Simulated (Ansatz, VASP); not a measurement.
# Rb in VASP and in Ansatz

```xyz
2
Lattice="4.9063 0.0000 0.0000 -2.4531 4.2490 0.0000 0.0000 0.0000 8.0778" Properties=species:S:1:pos:R:3 pbc="T T T"
Rb    0.0000    2.8326    2.0194
Rb    2.4531    1.4163    6.0583
```

Alike in both runs: task single point; functional BLYP; k mesh 8 × 8 × 5; occupations fermi-dirac, width 0.1 eV; no spin polarisation.

```csv
,VASP,Ansatz
version,VASP 6.6.1,Ansatz 0.2.0
potentials or method,"VASP PAW PBE potentials, release 64 (Rb_sv), cutoff 520 eV","plane waves (420 eV) with PAW, scalar-relativistic"
valence electrons in the cell,18,18
```

```csv
,VASP,Ansatz,Ansatz less VASP
pressure (GPa),0.4,0.4,-0.01
"traceless stress, the component that is largest in VASP (GPa)",-0.05,-0.05,0.000
```

VASP's potentials were made for PBE, not for BLYP. The functional is the same, so the differences come from potentials, cutoffs and numerics.
